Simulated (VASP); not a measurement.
# Al4Co4H in VASP: relaxation of the atoms with PBEsol

Aim: the relaxation of the atoms of Al4Co4H with PBEsol.

Program: VASP 6.6.1. These are calculated values, not measurements. Logs are shortened: lines on timing, memory, paths and dates and some standing lists are left out, and cuts for length are marked.

### 1 The cell of the first run

The cell holds a slab with vacuum, 9 atoms: a = 2.823 Å, b = 3.992 Å, c = 24.988 Å, α = 90.00°, β = 90.00°, γ = 90.00°.

### 2 Relaxation of the atoms, PBEsol

INCAR reads:

```
SYSTEM = Al4Co4H
ALGO = Fast ; DIPOL = 0.5 0.5 0.477
EDIFF = 1E-7 ; EDIFFG = -0.03
ENCUT = 520 ; GGA = PS
IBRION = 2 ; IDIPOL = 3
ISIF = 2 ; ISMEAR = 0
KPAR = 4 ; LASPH = .TRUE.
LCHARG = .FALSE. ; LDIPOL = .TRUE.
LREAL = .FALSE. ; LWAVE = .FALSE.
NELM = 100 ; NSW = 90
PREC = Accurate ; SIGMA = 0.1
```

KPOINTS reads:

```
k-points
0
G
  10 7 1
  0 0 0
```

POSCAR reads:

```
Al4Co4H
1.0
    2.8225855360      0.0000000000      0.0000000000
    0.0000000000      3.9917387460      0.0000000000
    0.0000000000      0.0000000000     24.9876081190
Al Co H
4 4 1
Selective dynamics
Direct
    0.0000000000      0.5000000000      0.3401686131  F F F
    0.0000000000      0.0000000000      0.4200429798  F F F
    0.0000000000      0.5000000000      0.4998635796  T T T
    0.0000000000      0.0000000000      0.5836987154  T T T
    0.5000000000      0.0000000000      0.3401686131  F F F
    0.5000000000      0.5000000000      0.4200429798  F F F
    0.5000000000      0.0000000000      0.4991833069  T T T
    0.5000000000      0.5000000000      0.5762740570  T T T
    0.5000000000      0.1666666667      0.6101118077  T T T
```

Potentials or basis: VASP PAW PBE potentials, release 64 (Al, Co, H).

Launch:

```
cat potpaw_PBE.64/Al/POTCAR potpaw_PBE.64/Co/POTCAR potpaw_PBE.64/H/POTCAR > POTCAR
mpirun -np 4 vasp_std > vasp.out
```

OUTCAR:

```text
SYSTEM = Al4Co4H
   EDIFF = 1E-7
   EDIFFG = -0.03
   ENCUT = 520
   GGA = PS
   IBRION = 2
   ISIF = 2
   ISMEAR = 0
   LASPH = .TRUE.
   LREAL = .FALSE.
   NELM = 100
   NSW = 90
   PREC = Accurate

 ion  position               nearest neighbor table
   1  0.000  0.500  0.340-   5 2.44   5 2.44   5 2.44   5 2.44   6 2.44   6 2.44   2 2.82   2 2.82

   2  0.000  0.000  0.420-   7 2.43   7 2.43   6 2.44   6 2.44   6 2.44   6 2.44   5 2.44   5 2.44
                             3 2.82   3 2.82   1 2.82   1 2.82
   3  0.000  0.500  0.500-   8 2.37   8 2.37   6 2.44   6 2.44   7 2.44   7 2.44   7 2.44   7 2.44
                             2 2.82   2 2.82   4 2.89   4 2.89
   4  0.000  0.000  0.584-   9 1.69   9 1.69   8 2.45   8 2.45   8 2.45   8 2.45   7 2.54   7 2.54
                             3 2.89   3 2.89
   5  0.500  0.000  0.340-   1 2.44   1 2.44   1 2.44   1 2.44   2 2.44   2 2.44   6 2.82   6 2.82

   6  0.500  0.500  0.420-   3 2.44   3 2.44   2 2.44   2 2.44   2 2.44   2 2.44   1 2.44   1 2.44
                             7 2.81   7 2.81   5 2.82   5 2.82
   7  0.500  0.000  0.499-   2 2.43   2 2.43   3 2.44   3 2.44   3 2.44   3 2.44   4 2.54   4 2.54
                             8 2.77   8 2.77   6 2.81   6 2.81
   8  0.500  0.500  0.576-   9 1.58   3 2.37   3 2.37   4 2.45   4 2.45   4 2.45   4 2.45   7 2.77
                             7 2.77
   9  0.500  0.167  0.610-   8 1.58   4 1.69   4 1.69

  LATTYP: Found a simple orthorhombic cell.
 ALAT       =     2.8225855360
 B/A-ratio  =     1.4142135624
 C/A-ratio  =     8.8527372511

  Lattice vectors:

 A1 = (   2.8225855360,   0.0000000000,   0.0000000000)
 A2 = (   0.0000000000,   3.9917387460,   0.0000000000)
 A3 = (   0.0000000000,   0.0000000000,  24.9876081190)

Analysis of symmetry for initial positions (statically):
=====================================================================
 Subroutine PRICEL returns:
 Original cell was already a primitive cell.

 Routine SETGRP: Setting up the symmetry group for a
 simple orthorhombic supercell.

 Subroutine GETGRP returns: Found  2 space group operations
 (whereof  2 operations were pure point group operations)
 out of a pool of  8 trial point group operations.

The static configuration has the point symmetry C_1h.

Analysis of symmetry for dynamics (positions and initial velocities):
=====================================================================
 Subroutine PRICEL returns:
 Original cell was already a primitive cell.

 Routine SETGRP: Setting up the symmetry group for a
 simple orthorhombic supercell.

 Subroutine GETGRP returns: Found  2 space group operations
 (whereof  2 operations were pure point group operations)
 out of a pool of  8 trial point group operations.

The dynamic configuration has the point symmetry C_1h.

Analysis of constrained symmetry for selective dynamics:
=====================================================================
 Subroutine PRICEL returns:
 Original cell was already a primitive cell.

 Routine SETGRP: Setting up the symmetry group for a
 simple orthorhombic supercell.

 Subroutine GETGRP returns: Found  2 space group operations
 (whereof  2 operations were pure point group operations)
 out of a pool of  8 trial point group operations.

The constrained configuration has the point symmetry C_1h.

 Subroutine INISYM returns: Found  2 space group operations
 (whereof  2 operations are pure point group operations),
 and found     1 'primitive' translations

----------------------------------------------------------------------------------------

                                     Primitive cell

  volume of cell :     281.5360

  direct lattice vectors                    reciprocal lattice vectors
     2.822585536  0.000000000  0.000000000     0.354285100  0.000000000  0.000000000
     0.000000000  3.991738746  0.000000000     0.000000000  0.250517397  0.000000000
     0.000000000  0.000000000 24.987608119     0.000000000  0.000000000  0.040019837

  length of vectors
     2.822585536  3.991738746 24.987608119     0.354285100  0.250517397  0.040019837

  position of ions in fractional coordinates (direct lattice)
     0.000000000  0.500000000  0.340168613
     0.000000000  0.000000000  0.420042980
     0.000000000  0.500000000  0.499863580
     0.000000000  0.000000000  0.583698715
     0.500000000  0.000000000  0.340168613
     0.500000000  0.500000000  0.420042980
     0.500000000  0.000000000  0.499183307
     0.500000000  0.500000000  0.576274057
     0.500000000  0.166666667  0.610111808

  ion indices of the primitive-cell ions
   primitive index   ion index
                 1           1
                 2           2
                 3           3
                 4           4
                 5           5
                 6           6
                 7           7
                 8           8
                 9           9

----------------------------------------------------------------------------------------

 KPOINTS: k-points

Automatic generation of k-mesh.
 Grid dimensions read from file:
 generate k-points for:   10    7    1

 Generating k-lattice:

  Cartesian coordinates                     Fractional coordinates (reciprocal lattice)
     0.035428510  0.000000000  0.000000000     0.100000000  0.000000000  0.000000000
     0.000000000  0.035788200  0.000000000     0.000000000  0.142857143  0.000000000
     0.000000000  0.000000000  0.040019837     0.000000000  0.000000000  1.000000000

  Length of vectors
     0.035428510  0.035788200  0.040019837

  Shift w.r.t. Gamma in fractional coordinates (k-lattice)
     0.000000000  0.000000000  0.000000000

 Subroutine IBZKPT returns following result:
 ===========================================

 Found     24 irreducible k-points:

 Following reciprocal coordinates:
            Coordinates               Weight
  0.000000  0.000000  0.000000      1.000000
  0.100000  0.000000  0.000000      2.000000
  0.200000  0.000000  0.000000      2.000000
  0.300000  0.000000  0.000000      2.000000
  0.400000  0.000000  0.000000      2.000000
  0.500000  0.000000  0.000000      1.000000
[... 16 lines left out ...]
  0.400000  0.428571  0.000000      4.000000
  0.500000  0.428571  0.000000      2.000000
   k-points           NKPTS =     24   k-points in BZ     NKDIM =     24   number of bands    NBANDS=     29
   number of dos      NEDOS =    301   number of ions     NIONS =      9
   total plane-waves  NPLWV = 138240
   dimension x,y,z NGX =    24 NGY =   30 NGZ =  192
   dimension x,y,z NGXF=    48 NGYF=   60 NGZF=  384
   ions per type =               4   4   1
   NGX,Y,Z   is equivalent  to a cutoff of  14.14, 12.49, 12.77 a.u.
   NGXF,Y,Z  is equivalent  to a cutoff of  28.27, 24.99, 25.55 a.u.
 SYSTEM =  Al4Co4H
   PREC   = accura    normal or accurate (medium, high low for compatibility)
   ISTART =      0    job   : 0-new  1-cont  2-samecut
   ICHARG =      2    charge: 1-file 2-atom 10-const
   ISPIN  =      1    spin polarized calculation?
   LNONCOLLINEAR =      F non collinear calculations
   LSORBIT =      F    spin-orbit coupling
   LASPH  =      T    aspherical Exc in radial PAW
   ENCUT  =  520.0 eV  38.22 Ry    6.18 a.u.   5.25  7.42 46.46*2*pi/ulx,y,z
   NELM   =    100;   NELMIN=  2; NELMDL= -5     # of ELM steps
   EDIFF  = 0.1E-06   stopping-criterion for ELM
   LREAL  =      F    real-space projection
   EDIFFG = -.3E-01   stopping-criterion for IOM
   NSW    =     90    number of steps for IOM
   IBRION =      2    ionic relax: 0-MD 1-quasi-New 2-CG
   NFREE  =      1    steps in history (QN), initial steepest desc. (CG)
   ISIF   =      2    stress and relaxation
   ISYM   =      2    0-nonsym 1-usesym 2-fastsym
   POTIM  = 0.5000    time-step for ionic-motion
   TEBEG  =    0.0;   TEEND  =   0.0 temperature during run
   PSTRESS=    0.0 pullay stress
   NELECT =      49.0000    total number of electrons
   NUPDOWN=      -1.0000    fix difference up-down
   EMIN   =  10.00;   EMAX   =-10.00  energy-range for DOS
   EFERMI =   0.00;   METHOD = LEGACY
   ISMEAR =     0;   SIGMA  =   0.10  broadening in eV -4-tet -1-fermi 0-gaus
   EFERMI_NEDOS =   21; number of points for ismear=-14 and -15
   IALGO  =     68    algorithm
   IMIX   =      4    mixing-type and parameters
     AMIX     =   0.40;   BMIX     =  1.00
     AMIX_MAG =   1.60;   BMIX_MAG =  1.00
  volume/ion in A,a.u.               =      31.28       211.10
  Fermi-wavevector in a.u.,A,eV,Ry     =   0.914034  1.727273 11.367092  0.835458
  Thomas-Fermi vector in A             =   2.038614
   LORBIT       =      0    0 simple, 1 ext, 2 COOP (PROOUT), +10 PAW based schemes
   GGA     = PS    functional components
   LHFCALC =     F    Hartree Fock is set to
   AEXX    =    0.0000 exact exchange contribution
   IVDW    =     0    specifies the selected vdW correction
   LEPSILON=     F    determine dielectric tensor
   LRPA    =     F    only Hartree local field effects (RPA)
 conjugate gradient relaxation of ions
 non-spin polarized calculation
 RMM-DIIS sequential band-by-band and
 Gauss-broadening in eV      SIGMA  =   0.10
  energy-cutoff  :      520.00
  volume of cell :      281.54
 maximum number of plane-waves:      7624
 NGX is ok and might be reduce to    24
   NGX = 11   NGY = 15   NGZ = 93

--------------------------------------- Ionic step        1  -------------------------------------------

 number of electron      48.9999970 magnetization

 Free energy of the ion-electron system (eV)
  ---------------------------------------------------
  ext. energy  EPLUGINS =         0.00000000
  ---------------------------------------------------
  free energy    TOTEN  =       -52.25061398 eV

  energy without entropy =      -52.21930993  energy(sigma->0) =      -52.23496196

------------------------ aborting loop because EDIFF is reached ----------------------------------------

  FORCE on cell =-STRESS in cart. coord.  units (eV):
  Direction    XX          YY          ZZ          XY          YZ          ZX
  --------------------------------------------------------------------------------------
  -------------------------------------------------------------------------------------
  Total       -2.1742535     -2.2681607      1.0140993      0.0000000      1.3133467      0.0000000
  in kB      -12.3733370    -12.9077483      5.7710810      0.0000000      7.4740511      0.0000000
  external PRESSURE =      -6.5033348 kB  Pullay stress =       0.0000000 kB
[... 110 lines left out ...]
  FREE ENERGIE OF THE ION-ELECTRON SYSTEM (eV)
  ---------------------------------------------------
  free  energy   TOTEN  =       -52.5484112787 eV

  energy  without entropy=      -52.5184296255  energy(sigma->0) =      -52.53342045

 dipolmoment           0.000000      0.000000      0.001358 electrons x Angstroem

[... ionic steps 4 to 25 ...]

--------------------------------------- Ionic step       26  -------------------------------------------

 number of electron      48.9999975 magnetization

------------------------ aborting loop because EDIFF is reached ----------------------------------------

 vacuum level on the upper side and lower side of the slab       (xc-potential included)        -0.043         0.009

  FORCE on cell =-STRESS in cart. coord.  units (eV):
  Direction    XX          YY          ZZ          XY          YZ          ZX
  --------------------------------------------------------------------------------------
  -------------------------------------------------------------------------------------
  Total       -4.5989563     -3.6391622     -0.1954484      0.0000000      0.0756921      0.0000000
  in kB      -26.1719426    -20.7099042     -1.1122661      0.0000000      0.4307517      0.0000000
  external PRESSURE =     -15.9980376 kB  Pullay stress =       0.0000000 kB
[... 73 lines left out ...]
--------------------------------------- Ionic step       28  -------------------------------------------

 number of electron      48.9999976 magnetization

 dipolmoment           0.000000      0.000000     -0.003375 electrons x Angstroem

 Free energy of the ion-electron system (eV)
  ---------------------------------------------------
  ext. energy  EPLUGINS =         0.00000000
  ---------------------------------------------------
  free energy    TOTEN  =       -52.72033094 eV

  energy without entropy =      -52.69500936  energy(sigma->0) =      -52.70767015

 E-fermi :   0.1237     XC(G=0):  -4.9041

 val. band max:        0.1070024058   @ k =   0.5000   0.4286   0.0000
 cond. band min:       0.1315985483   @ k =   0.1000   0.1429   0.0000
 fundamental gap:      0.0245961425
 Fermi energy:         0.1236968362

 k-point     1 :       0.0000    0.0000    0.0000
  band No.  band energies     occupation
      1     -10.3392      2.00000
      2      -9.0557      2.00000
      3      -7.3370      2.00000
      4      -5.4951      2.00000
      5      -3.9572      2.00000
      6      -2.8912      2.00000
[... 757 lines left out ...]
     28       0.6420      0.00000
     29       1.4547      0.00000

------------------------ aborting loop because EDIFF is reached ----------------------------------------

 vacuum level on the upper side and lower side of the slab       (xc-potential included)        -0.077        -0.037

  FORCE on cell =-STRESS in cart. coord.  units (eV):
  Direction    XX          YY          ZZ          XY          YZ          ZX
  --------------------------------------------------------------------------------------
  -------------------------------------------------------------------------------------
  Total       -4.5856920     -3.6012644     -0.1361202      0.0000000      0.0250039      0.0000000
  in kB      -26.0964575    -20.4942334     -0.7746389      0.0000000      0.1422932      0.0000000
  external PRESSURE =     -15.7884433 kB  Pullay stress =       0.0000000 kB
[... 24 lines left out ...]
  FREE ENERGIE OF THE ION-ELECTRON SYSTEM (eV)
  ---------------------------------------------------
  free  energy   TOTEN  =       -52.7203309413 eV

  energy  without entropy=      -52.6950093612  energy(sigma->0) =      -52.70767015

 reached required accuracy - stopping structural energy minimisation

 vacuum level on the upper side and lower side of the slab         4.992         5.032
```

It took 42 min on 4 MPI ranks of Oxide Virtual Turin-like, shared host; peak memory 0.49 GiB.

Results:

* Free energy: -52.7203 eV
* Energy gained by relaxing: 52.2 meV/atom
* Ionic steps: 28
* Band gap on the k mesh: zero (an odd number of electrons rules out a gap without spin polarisation)

The path:
```
step  energy change (eV)  largest force on free atoms (eV/Å)  pressure (GPa)
   1              0.0000                              1.7989           -0.65
   2             -0.1975                              1.2213           -0.70
   3             -0.2978                              0.7818           -0.62
   4             -0.3676                              0.4482           -0.69
   5             -0.3793                              0.4979           -0.70
   6             -0.4037                              0.3023           -0.87
   7             -0.4051                              0.3715           -0.93
   8             -0.4252                              0.2399           -1.05
   9             -0.4355                              0.3967           -1.21
  10             -0.4492                              0.1140           -1.32
  11             -0.4498                              0.1375           -1.35
  12             -0.4530                              0.1251           -1.42
  13             -0.4538                              0.1967           -1.47
  14             -0.4561                              0.1364           -1.52
  15             -0.4580                              0.1874           -1.62
  16             -0.4604                              0.1031           -1.66
  17             -0.4619                              0.1523           -1.74
  18             -0.4639                              0.1045           -1.76
  19             -0.4641                              0.1098           -1.77
  20             -0.4655                              0.1051           -1.74
  21             -0.4656                              0.1500           -1.73
  22             -0.4667                              0.1098           -1.72
  23             -0.4680                              0.0909           -1.69
  24             -0.4681                              0.1017           -1.69
  25             -0.4690                              0.0699           -1.65
  26             -0.4695                              0.0442           -1.60
  27             -0.4697                              0.0428           -1.58
  28             -0.4697                              0.0266           -1.58
```

Final structure:
```xyz
9
Lattice="2.8226 0.0000 0.0000 0.0000 3.9917 0.0000 0.0000 0.0000 24.9876" Properties=species:S:1:pos:R:3 pbc="T T T"
Al    0.0000    1.9959    8.5000
Al    0.0000    0.0000   10.4959
Al    0.0000    1.9946   12.4844
Al    0.0000    0.0822   14.5977
Co    1.4113    0.0000    8.5000
Co    1.4113    1.9959   10.4959
Co    1.4113    3.9806   12.4853
Co    1.4113    2.0703   14.3970
H     1.4113    1.2522   15.6921
```

Caveat: the PAW data sets were made with another functional, which shifts forces and pressure a little; the run has no spin polarisation, though such a crystal can be magnetic.

The gap in the log of VASP goes by the Fermi energy; the results here count the filled bands.